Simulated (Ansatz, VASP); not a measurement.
# Sb: VASP beside Ansatz

```xyz
4
Lattice="3.0826 -4.3623 0.0000 3.0826 4.3623 0.0000 0.0000 0.0000 4.3730" Properties=species:S:1:pos:R:3 pbc="T T T"
Sb    3.0826    3.2717    1.0935
Sb    3.0826   -1.0906    1.0930
Sb    3.0826   -3.2717    3.2795
Sb    3.0826    1.0906    3.2800
```

Alike in both runs: functional r2SCAN; k mesh 10 × 10 × 10; occupations gaussian, width 0.1 eV; no spin polarisation.

Ansatz relaxed the structure, and its values are those at the end. VASP's run is a single point on that final structure, the one shown.

|  | VASP | Ansatz |
| --- | --- | --- |
| version | VASP 6.6.1 | Ansatz 0.2.0 |
| potentials or method | VASP PAW PBE potentials, release 64 (Sb), cutoff 520 eV | scalar-relativistic, plane waves, PAW |
| valence electrons in the cell | 20 | 60 |

|  | VASP | Ansatz | Ansatz less VASP |
| --- | --- | --- | --- |
| gap on the k mesh at the Fermi level (eV) | none | none | - |
| pressure (GPa) | 0.0 | 0.0 | -0.03 |

VASP's potentials were made for PBE, not for r2SCAN. A gap of «none» marks a metal or a gap that the smearing closes. The functional is the same, so the differences come from potentials, cutoffs and numerics. VASP's potentials hold 20 valence electrons a cell and Ansatz's 60, so a difference there can come from the potentials and not from the codes.

Neither program's run includes spin-orbit coupling.
